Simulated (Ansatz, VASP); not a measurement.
One calculation of AlP, two programs

The input INCAR:

```
PREC     = Accurate       # precision mode
ENCUT    = 500            # plane-wave cutoff, eV
EDIFF    = 1E-7           # SCF threshold, eV
ISMEAR   = 0              # smearing method
SIGMA    = 0.02           # smearing width, eV
LREAL    = False          # projectors in reciprocal space
LASPH    = True           # aspherical terms in the spheres
NELM     = 120            # most SCF steps
ALGO     = Normal         # electronic algorithm
ISIF     = 3              # what is computed and relaxed
LWAVE    = False          # write WAVECAR
LCHARG   = False          # write CHGCAR
GGA      = PS             # functional
IBRION   = 2              # ionic algorithm
NSW      = 80             # ionic steps
EDIFFG   = -0.01          # ionic threshold
GGA_COMPAT= False        
NELMIN   = 4
```

KPOINTS

```
regular mesh
0
Gamma
  10 10 10
```

POSCAR

```
AlP
1.0
    0.0000000000      2.7114245977      2.7114245977
    2.7114245977      0.0000000000      2.7114245977
    2.7114245977      2.7114245977      0.0000000000
Al P
1 1
Direct
    0.0000000000      0.0000000000      0.0000000000
    0.2500000000      0.2500000000      0.2500000000
```

Input for Ansatz:

```yaml
crystal:
  lattice:
    - [0.0, 2.7114245977, 2.7114245977]
    - [2.7114245977, 0.0, 2.7114245977]
    - [2.7114245977, 2.7114245977, 0.0]
  atoms:
    - { symbol: Al, position: [0.0, 0.0, 0.0] }
    - { symbol: P, position: [0.25, 0.25, 0.25] }
basis:
  ecutwfc: 420
kpoints:
  mp_grid: { grid: [10, 10, 10] }
hamiltonian:
  xc: pbesol
scf:
  occupations: { method: gaussian, width: 0.02 }
output:
  forces: true
  stress: true
  eigenvalues: true
relax:
  adjacent_minimum: "off"
  f_tol: 0.01
  max_steps: 60
  cell: { stress_tol: 0.1 }
```

Alike in both runs: task relaxation of cell and atoms; functional PBEsol; k mesh 10 × 10 × 10; occupations gaussian, width 0.02 eV; no spin polarisation.

|  | VASP | Ansatz |
| --- | --- | --- |
| version | VASP 6.6.1 | Ansatz 0.2.0 |
| potentials or method | VASP PAW PBE potentials, release 64 (Al, P), cutoff 500 eV | scalar-relativistic, plane waves, PAW |
| valence electrons in the cell | 8 | 8 |

Ansatz gave:

| Property | Result |
| --- | --- |
| gap on the k mesh at the Fermi level, each at its own relaxed structure (eV) | 1.45 |
| relaxed volume (Å³/atom) | 20.45 |
| relaxed cell length with the largest relative difference (Å) | 3.868 |

What did VASP give for the same quantities?

gap on the k mesh at the Fermi level, each at its own relaxed structure (eV): 1.45; relaxed volume (Å³/atom): 20.47; relaxed cell length with the largest relative difference (Å): 3.869.

VASP's potentials were made for PBE, not for PBEsol.
